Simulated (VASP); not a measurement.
# AlCo (R-3m) in VASP: further runs

AlCo is run at these levels: PBEsol; tasks: single point.

Everything below comes from runs of VASP 6.6.1. Logs are shortened: lines on timing, memory, paths and dates and some standing lists are left out, and cuts for length are marked.

## Step 1: The cell of the first run

Symmetry: R-3m, No. 166, trigonal system. The conventional cell has a = 5.024 Å, b = 5.024 Å, c = 3.076 Å, α = 90.00°, β = 90.00°, γ = 120.00°. Al (site symmetry -3m) has 2 Co at 1.54 Å within 2.0 Å. Co (site symmetry -3m) has 2 Al at 1.54 Å within 2.0 Å.

## Step 2: Single point, PBEsol

INCAR

```
SYSTEM = AlCo
PREC = Accurate
ENCUT = 520
EDIFF = 1E-7
ISMEAR = 0
SIGMA = 0.15
LREAL = .FALSE.
LASPH = .TRUE.
NELM = 60
ALGO = Fast
ISIF = 2
LWAVE = .FALSE.
LCHARG = .TRUE.
GGA = PS
LELF = .TRUE.
LVHAR = .TRUE.
NBANDS = 13
```

KPOINTS

```
Automatic mesh
0
G
  18 18 18
  0 0 0
```

POSCAR

```
AlCo
1.0
    2.9601878770     -0.5920375754     -0.5920375754
   -0.5920375754      2.9601878770     -0.5920375754
   -0.5920375754     -0.5920375754      2.9601878770
Al Co
1 1
Direct
    0.0000000000      0.0000000000      0.0000000000
    0.5000000000      0.5000000000      0.5000000000
```

Potentials or basis: VASP PAW PBE potentials, release 64 (Al, Co).

Command:

```
$ cat potpaw_PBE.64/Al/POTCAR potpaw_PBE.64/Co/POTCAR > POTCAR
$ mpirun -np 1 vasp_std > vasp.out
```

OUTCAR:

```text
SYSTEM = AlCo
   PREC = Accurate
   ENCUT = 520
   EDIFF = 1E-7
   ISMEAR = 0
   LREAL = .FALSE.
   LASPH = .TRUE.
   NELM = 60
   ISIF = 2
   GGA = PS

 ion  position               nearest neighbor table
   1  0.000  0.000  0.000-   2 1.54   2 1.54   2 2.95   2 2.95   2 2.95   2 2.95   2 2.95   2 2.95

   2  0.500  0.500  0.500-   1 1.54   1 1.54   1 2.95   1 2.95   1 2.95   1 2.95   1 2.95   1 2.95

 -----------------------------------------------------------------------------
|                                                                             |
|           W    W    AA    RRRRR   N    N  II  N    N   GGGG   !!!           |
|           W    W   A  A   R    R  NN   N  II  NN   N  G    G  !!!           |
|           W    W  A    A  R    R  N N  N  II  N N  N  G       !!!           |
|           W WW W  AAAAAA  RRRRR   N  N N  II  N  N N  G  GGG   !            |
|           WW  WW  A    A  R   R   N   NN  II  N   NN  G    G                |
|           W    W  A    A  R    R  N    N  II  N    N   GGGG   !!!           |
|                                                                             |
|     The distance between some ions is very small. Please check the          |
|     nearest-neighbor list in the OUTCAR file.                               |
|     I HOPE YOU KNOW WHAT YOU ARE DOING!                                     |
|                                                                             |
 -----------------------------------------------------------------------------

  LATTYP: Found a body centered cubic cell.
 ALAT       =     3.5522254524

  Lattice vectors:

 A1 = (   2.9601878770,  -0.5920375754,  -0.5920375754)
 A2 = (  -0.5920375754,   2.9601878770,  -0.5920375754)
 A3 = (  -0.5920375754,  -0.5920375754,   2.9601878770)

Analysis of symmetry for initial positions (statically):
=====================================================================
 Subroutine PRICEL returns:
 Original cell was already a primitive cell.

 Routine SETGRP: Setting up the symmetry group for a
 body centered cubic supercell.

 Subroutine GETGRP returns: Found 12 space group operations
 (whereof 12 operations were pure point group operations)
 out of a pool of 48 trial point group operations.

The static configuration has the point symmetry D_3d.

Analysis of symmetry for dynamics (positions and initial velocities):
=====================================================================
 Subroutine PRICEL returns:
 Original cell was already a primitive cell.

 Routine SETGRP: Setting up the symmetry group for a
 body centered cubic supercell.

 Subroutine GETGRP returns: Found 12 space group operations
 (whereof 12 operations were pure point group operations)
 out of a pool of 48 trial point group operations.

The dynamic configuration has the point symmetry D_3d.

 Subroutine INISYM returns: Found 12 space group operations
 (whereof 12 operations are pure point group operations),
 and found     1 'primitive' translations

----------------------------------------------------------------------------------------

                                     Primitive cell

  volume of cell :      22.4115

  direct lattice vectors                    reciprocal lattice vectors
     2.960187877 -0.592037575 -0.592037575     0.375351551  0.093837888  0.093837888
    -0.592037575  2.960187877 -0.592037575     0.093837888  0.375351551  0.093837888
    -0.592037575 -0.592037575  2.960187877     0.093837888  0.093837888  0.375351551

  length of vectors
     3.076317482  3.076317482  3.076317482     0.398120441  0.398120441  0.398120441

  position of ions in fractional coordinates (direct lattice)
     0.000000000  0.000000000  0.000000000
     0.500000000  0.500000000  0.500000000

  ion indices of the primitive-cell ions
   primitive index   ion index
                 1           1
                 2           2

----------------------------------------------------------------------------------------

 KPOINTS: Automatic mesh

Automatic generation of k-mesh.
 Grid dimensions read from file:
 generate k-points for:   18   18   18

 Generating k-lattice:

  Cartesian coordinates                     Fractional coordinates (reciprocal lattice)
     0.020852864  0.005213216  0.005213216     0.055555556  0.000000000  0.000000000
     0.005213216  0.020852864  0.005213216     0.000000000  0.055555556  0.000000000
     0.005213216  0.005213216  0.020852864     0.000000000  0.000000000  0.055555556

  Length of vectors
     0.022117802  0.022117802  0.022117802

  Shift w.r.t. Gamma in fractional coordinates (k-lattice)
     0.000000000  0.000000000  0.000000000

 Subroutine IBZKPT returns following result:
 ===========================================

 Found    580 irreducible k-points:

 Following reciprocal coordinates:
            Coordinates               Weight
  0.000000  0.000000  0.000000      1.000000
  0.055556  0.000000  0.000000      6.000000
  0.055556  0.000000 -0.055556      6.000000
  0.111111  0.000000  0.000000      6.000000
  0.111111  0.000000 -0.111111      6.000000
  0.166667  0.000000  0.000000      6.000000
[... 16 lines left out ...]
  0.111111  0.055556  0.000000     12.000000
  0.166667  0.000000 -0.111111     12.000000
 [... further k-points ...]
   k-points           NKPTS =    580   k-points in BZ     NKDIM =    580   number of bands    NBANDS=     13
   number of dos      NEDOS =    301   number of ions     NIONS =      2
   total plane-waves  NPLWV =  13824
   dimension x,y,z NGX =    24 NGY =   24 NGZ =   24
   dimension x,y,z NGXF=    48 NGYF=   48 NGZF=   48
   ions per type =               1   1
   NGX,Y,Z   is equivalent  to a cutoff of  12.97, 12.97, 12.97 a.u.
   NGXF,Y,Z  is equivalent  to a cutoff of  25.94, 25.94, 25.94 a.u.
 SYSTEM =  AlCo
   PREC   = accura    normal or accurate (medium, high low for compatibility)
   ISTART =      0    job   : 0-new  1-cont  2-samecut
   ICHARG =      2    charge: 1-file 2-atom 10-const
   ISPIN  =      1    spin polarized calculation?
   LNONCOLLINEAR =      F non collinear calculations
   LSORBIT =      F    spin-orbit coupling
   LASPH  =      T    aspherical Exc in radial PAW
   ENCUT  =  520.0 eV  38.22 Ry    6.18 a.u.   5.72  5.72  5.72*2*pi/ulx,y,z
   NELM   =     60;   NELMIN=  2; NELMDL= -5     # of ELM steps
   EDIFF  = 0.1E-06   stopping-criterion for ELM
   LREAL  =      F    real-space projection
   EDIFFG = 0.1E-05   stopping-criterion for IOM
   NSW    =      0    number of steps for IOM
   IBRION =     -1    ionic relax: 0-MD 1-quasi-New 2-CG
   NFREE  =      0    steps in history (QN), initial steepest desc. (CG)
   ISIF   =      2    stress and relaxation
   ISYM   =      2    0-nonsym 1-usesym 2-fastsym
   POTIM  = 0.5000    time-step for ionic-motion
   TEBEG  =    0.0;   TEEND  =   0.0 temperature during run
   PSTRESS=    0.0 pullay stress
   NELECT =      12.0000    total number of electrons
   NUPDOWN=      -1.0000    fix difference up-down
   EMIN   =  10.00;   EMAX   =-10.00  energy-range for DOS
   EFERMI =   0.00;   METHOD = LEGACY
   ISMEAR =     0;   SIGMA  =   0.15  broadening in eV -4-tet -1-fermi 0-gaus
   EFERMI_NEDOS =   21; number of points for ismear=-14 and -15
   IALGO  =     68    algorithm
   IMIX   =      4    mixing-type and parameters
     AMIX     =   0.40;   BMIX     =  1.00
     AMIX_MAG =   1.60;   BMIX_MAG =  1.00
  volume/ion in A,a.u.               =      11.21        75.62
  Fermi-wavevector in a.u.,A,eV,Ry     =   1.329366  2.512138 24.044423  1.767215
  Thomas-Fermi vector in A             =   2.458534
   LORBIT       =      0    0 simple, 1 ext, 2 COOP (PROOUT), +10 PAW based schemes
   GGA     = PS    functional components
   LHFCALC =     F    Hartree Fock is set to
   AEXX    =    0.0000 exact exchange contribution
   IVDW    =     0    specifies the selected vdW correction
   LEPSILON=     F    determine dielectric tensor
   LRPA    =     F    only Hartree local field effects (RPA)
 non-spin polarized calculation
 RMM-DIIS sequential band-by-band and
 Gauss-broadening in eV      SIGMA  =   0.15
  energy-cutoff  :      520.00
  volume of cell :       22.41
 maximum number of plane-waves:       619
   NGX = 11   NGY = 11   NGZ = 11

 number of electron      11.9999999 magnetization

 Free energy of the ion-electron system (eV)
  ---------------------------------------------------
  ext. energy  EPLUGINS =         0.00000000
  ---------------------------------------------------
  free energy    TOTEN  =         0.18315921 eV

  energy without entropy =        0.19440223  energy(sigma->0) =        0.18878072

 E-fermi :  10.7654     XC(G=0): -12.2001

 val. band max:       10.7605831271   @ k =   0.1667  -0.1111   0.4444
 cond. band min:      10.7798496315   @ k =   0.2778   0.5000  -0.2222
 fundamental gap:      0.0192665044
 Fermi energy:        10.7653614107

 k-point     1 :       0.0000    0.0000    0.0000
  band No.  band energies     occupation
      1       0.2320      2.00000
      2       6.8678      2.00000
      3       7.0168      2.00000
      4       7.0168      2.00000
      5       9.2410      2.00000
      6       9.2410      2.00000
      7      19.9220      0.00000
      8      19.9220      0.00000
      9      21.5909      0.00000
     10      23.0946      0.00000
     11      23.0946      0.00000
     12      24.5289      0.00000
     13      25.1568      0.00000

 k-point     2 :       0.0556    0.0000    0.0000
  band No.  band energies     occupation
      1       0.3094      2.00000
      2       6.8886      2.00000
      3       7.0010      2.00000
      4       7.0211      2.00000
      5       9.2347      2.00000
      6       9.2586      2.00000
      7      19.7561      0.00000
      8      19.9509      0.00000
      9      21.1882      0.00000
     10      22.4014      0.00000
     11      23.1026      0.00000
     12      24.4108      0.00000
     13      24.5626      0.00000
[... 321 lines left out ...]
 k-point    23 :       0.1111    0.0556    0.0000
  band No.  band energies     occupation
      1       0.7764      2.00000
      2       6.8467      2.00000
      3       6.9874      2.00000
      4       7.1215      2.00000
      5       9.2816      2.00000
      6       9.3398      2.00000
      7      18.5709      0.00000
      8      19.6203      0.00000
      9      20.3816      0.00000
     10      20.9294      0.00000
     11      21.6107      0.00000
     12      23.7346      0.00000
     13      25.2019      0.00000

 k-point    24 :       0.1667    0.0000   -0.1111
  band No.  band energies     occupation
      1       0.7497      2.00000
      2       6.7856      2.00000
      3       7.0553      2.00000
      4       7.1350      2.00000
      5       8.9881      2.00000
      6       9.3858      2.00000
      7      17.9797      0.00000
      8      18.6521      0.00000
      9      20.0956      0.00000
     10      21.8651      0.00000
     11      22.9969      0.00000
     12      24.3284      0.00000
     13      25.9259      0.00000

 [... further k-points ...]
[... 5 lines left out ...]
  --------------------------------------------------------------------------------------
  -------------------------------------------------------------------------------------
  Total       18.1077961     18.1077961     18.1077961     23.3497224     23.3497224     23.3497224
  in kB     1294.5076118   1294.5076118   1294.5076118   1669.2474983   1669.2474983   1669.2474983
  external PRESSURE =    1294.5076118 kB  Pullay stress =       0.0000000 kB

 VOLUME and BASIS-vectors are now :
 -----------------------------------------------------------------------------
  energy-cutoff  :      520.00
  volume of cell :       22.41
      direct lattice vectors                 reciprocal lattice vectors
     2.960187877 -0.592037575 -0.592037575     0.375351551  0.093837888  0.093837888
    -0.592037575  2.960187877 -0.592037575     0.093837888  0.375351551  0.093837888
    -0.592037575 -0.592037575  2.960187877     0.093837888  0.093837888  0.375351551

 POSITION                                       TOTAL-FORCE (eV/Angst)
 -----------------------------------------------------------------------------------
      0.00000      0.00000      0.00000        -0.000000     -0.000000     -0.000000
      0.88806      0.88806      0.88806         0.000000      0.000000      0.000000
 -----------------------------------------------------------------------------------
    total drift:                                0.000000     -0.000000     -0.000000

  FREE ENERGIE OF THE ION-ELECTRON SYSTEM (eV)
  ---------------------------------------------------
  free  energy   TOTEN  =         0.1831592064 eV

  energy  without entropy=        0.1944022278  energy(sigma->0) =        0.18878072
```

Run time: 2.1 min. Hardware: 1 thread of AMD EPYC 9R45 (Zen 5), shared host; peak memory 0.26 GiB.

What came out:

```
Free energy            : 0.1832 eV
Pressure               : 129.5 GPa
Band gap on the k mesh : zero (band 6 reaches 11.95 eV, above the bottom of band 7 at 10.59 eV)
```

Stress tensor (GPa, compression positive):
```
129.45 166.92 166.92
166.92 129.45 166.92
166.92 166.92 129.45
```

Levels at points of the mesh, in eV from the Fermi level:
| k point | band 2 | band 3 | band 4 | band 5 | band 6 | band 7 | band 8 | band 9 | band 10 | band 11 |
| --- | --- | --- | --- | --- | --- | --- | --- | --- | --- | --- |
| (0.00, 0.00, 0.00) | -3.90 | -3.75 | -3.75 | -1.52 | -1.52 | 9.16 | 9.16 | 10.83 | 12.33 | 12.33 |
| (0.50, 0.00, 0.00) | -4.88 | -3.68 | -2.85 | -1.55 | -1.48 | -0.09 | 5.79 | 7.58 | 9.58 | 10.04 |
| (0.50, 0.00, 0.50) | -4.97 | -3.87 | -3.39 | -3.14 | -0.46 | 0.65 | 4.80 | 6.58 | 9.83 | 11.21 |
| (0.50, 0.50, 0.50) | -5.27 | -2.99 | -0.88 | -0.88 | 1.19 | 1.19 | 1.70 | 3.87 | 5.25 | 5.25 |

Caveat: the PAW data sets were made with another functional, which shifts forces and pressure a little. Spin polarisation is off, so any magnetic state and its effect on volume and gap are missing.

## Step 3: Single point, PBEsol

This run uses another cell than the first one, of the same volume but with other edges.

INCAR

```
ALGO = Fast
EDIFF = 1E-6
ENCUT = 520
GGA = PS
ISIF = 2
ISMEAR = 0
LASPH = T
LCHARG = T
LELF = T
LREAL = F
LVHAR = T
LWAVE = F
NBANDS = 13
NELM = 100
PREC = Accurate
SIGMA = 0.15
```

KPOINTS

```
k-points
0
Gamma
  18 18 18
```

POSCAR

```
AlCo
1.0
    2.8548663158     -0.3055022995     -0.3055022995
   -0.3055022995      2.8548663158     -0.3055022995
   -0.3055022995     -0.3055022995      2.8548663158
Al Co
1 1
Direct
    0.0000000000      0.0000000000      0.0000000000
    0.5000000000      0.5000000000      0.5000000000
```

Potentials or basis: VASP PAW PBE potentials, release 64 (Al, Co).

Command:

```
$ cat potpaw_PBE.64/Al/POTCAR potpaw_PBE.64/Co/POTCAR > POTCAR
$ mpirun -np 1 vasp_std > vasp.out
```

Run time: 2.5 min. Hardware: 1 thread of AMD EPYC 9R45 (Zen 5), shared host; peak memory 0.26 GiB.

The run converged. Its results:

```yaml
Free_energy: -10.6261 eV
Pressure: 32.2 GPa
Band_gap_on_the_k_mesh: zero (band 6 reaches 12.31 eV, above the bottom of band 7 at 10.54 eV)
```

Stress tensor (GPa, compression positive):
```
32.20 58.96 58.96
58.96 32.20 58.96
58.96 58.96 32.20
```

Levels at points of the mesh, in eV from the Fermi level:
```csv
k point,band 2,band 3,band 4,band 5,band 6,band 7,band 8,band 9,band 10,band 11
"(0.00, 0.00, 0.00)",-3.08,-3.08,-2.14,-0.94,-0.94,6.17,7.72,7.72,10.03,10.03
"(0.50, 0.00, 0.00)",-6.48,-2.73,-2.64,-1.28,-0.97,0.16,6.83,8.92,10.58,10.69
"(0.50, 0.50, 0.00)",-4.18,-3.23,-2.08,-1.66,-0.38,-0.04,1.80,5.45,9.51,13.76
"(0.50, 0.50, 0.50)",-4.50,-3.63,-0.45,-0.45,1.14,1.14,1.70,4.86,4.86,5.08
```

Caveat: the PAW data sets were made with another functional, which shifts forces and pressure a little. Spin polarisation is off, so any magnetic state and its effect on volume and gap are missing.

## Step 4: Single point, PBEsol

This run uses another cell than the first one, of the same volume but with other edges.

INCAR

```
SYSTEM = AlCo
ALGO = Fast ; EDIFF = 1E-7
ENCUT = 520 ; GGA = PS
ISIF = 2 ; ISMEAR = 0
LASPH = .True. ; LCHARG = .True.
LELF = .True. ; LREAL = .False.
LVHAR = .True. ; LWAVE = .False.
NBANDS = 13 ; NELM = 80
PREC = Accurate ; SIGMA = 0.15
```

KPOINTS

```
k-points
0
Gamma
  18 18 18
  0 0 0
```

POSCAR

```
AlCo
1.0
    2.8579235682      0.3436213088      0.3436213088
    0.3436213088      2.8579235682      0.3436213088
    0.3436213088      0.3436213088      2.8579235682
Al Co
1 1
Direct
    0.0000000000      0.0000000000      0.0000000000
    0.5000000000      0.5000000000      0.5000000000
```

Command:

```
$ cat potpaw_PBE.64/Al/POTCAR potpaw_PBE.64/Co/POTCAR > POTCAR
$ mpirun -np 1 vasp_std > vasp.out
```

Wall time 2.3 min (1 thread of AMD EPYC 9R45 (Zen 5), shared host); peak memory 0.26 GiB.

Results (log left out):

- Free energy: -12.0411 eV
- Pressure: 17.0 GPa
- Band gap on the k mesh: zero (band 6 reaches 11.41 eV, above the bottom of band 7 at 10.43 eV)

Stress tensor (GPa, compression positive):
```
 16.98 -16.07 -16.07
-16.07  16.98 -16.07
-16.07 -16.07  16.98
```

Levels at points of the mesh, in eV from the Fermi level:
```
           k point  band 4  band 5  band 6  band 7  band 8  band 9
(0.00, 0.00, 0.00)   -1.46   -1.46   -0.88    6.52    6.52    8.15
(0.50, 0.00, 0.00)   -1.61   -1.51   -1.10    0.21    7.30   10.01
(0.50, 0.50, 0.00)   -1.55   -1.30   -0.57   -0.41    1.66    5.47
(0.50, 0.50, 0.50)   -2.17   -0.46   -0.46    2.24    4.66    4.66
```

Caveat: the PAW data sets were made with another functional, which shifts forces and pressure a little. Spin polarisation is off, so any magnetic state and its effect on volume and gap are missing.

## Step 5: Single point, PBEsol

This run uses another cell than the first one, of the same volume but with other edges.

INCAR

```
PREC = Accurate ; ENCUT = 520
EDIFF = 1E-7 ; ISMEAR = 0
SIGMA = 0.15 ; LREAL = F
LASPH = T ; NELM = 60
ALGO = Fast ; ISIF = 2
LWAVE = F ; LCHARG = F
GGA = PS ; NBANDS = 13
```

KPOINTS

```
Automatic mesh
0
Gamma
  18 18 18
```

POSCAR

```
AlCo
1.0
    2.8970691823     -0.4457029511     -0.4457029511
   -0.4457029511      2.8970691823     -0.4457029511
   -0.4457029511     -0.4457029511      2.8970691823
Al Co
1 1
Direct
    0.0000000000      0.0000000000      0.0000000000
    0.5000000000      0.5000000000      0.5000000000
```

Command:

```
$ cat potpaw_PBE.64/Al/POTCAR potpaw_PBE.64/Co/POTCAR > POTCAR
$ mpirun -np 1 vasp_std > vasp.out
```

Run time: 2.6 min. Hardware: 1 thread of AMD EPYC 9R45 (Zen 5), shared host; peak memory 0.26 GiB.

The run converged. Its results:

```yaml
Free_energy: -6.8065 eV
Pressure: 73.3 GPa
Band_gap_on_the_k_mesh: zero (band 6 reaches 12.00 eV, above the bottom of band 7 at 10.64 eV)
```

Stress tensor (GPa, compression positive):
```
 73.33 106.15 106.15
106.15  73.33 106.15
106.15 106.15  73.33
```

Levels at points of the mesh, in eV from the Fermi level:
```tsv
k point	band 4	band 5	band 6	band 7	band 8	band 9
(0.00, 0.00, 0.00)	-3.04	-1.19	-1.19	7.64	8.96	8.96
(0.50, 0.00, 0.00)	-2.99	-1.34	-1.25	0.05	6.12	8.06
(0.50, 0.50, 0.00)	-2.62	-2.19	-0.39	1.35	2.23	7.16
(0.50, 0.50, 0.50)	-0.66	-0.66	0.95	0.95	1.42	4.31
```

Caveat: the PAW data sets were made with another functional, which shifts forces and pressure a little. Spin polarisation is off, so any magnetic state and its effect on volume and gap are missing.

## Step 6: Summary

```csv
cell,further INCAR settings,gap on the mesh (eV),pressure (GPa)
"a = 3.076 Å, angles 109.5°, 2 atoms",ALGO = Fast; EDIFF = 1e-07; NBANDS = 13,none,129.5
"a = 2.887 Å, angles 101.4°, 2 atoms",ALGO = Fast; EDIFF = 1e-06; NBANDS = 13,none,32.2
"a = 2.899 Å, angles 75.7°, 2 atoms",ALGO = Fast; EDIFF = 1e-07; NBANDS = 13,none,17.0
"a = 2.965 Å, angles 105.7°, 2 atoms",ALGO = Fast; EDIFF = 1e-07; NBANDS = 13,none,73.3
```

Alike in all rows: task single point; level PBEsol; potentials or basis VASP PAW PBE potentials, release 64 (Al, Co); no spin polarisation; k mesh 18 × 18 × 18; cutoff (eV) 520; smearing gaussian 0.15 eV.

Caveats: the PAW data sets were made with another functional, which shifts forces and pressure a little.

Absolute energies hang on the potentials; compare differences alone.
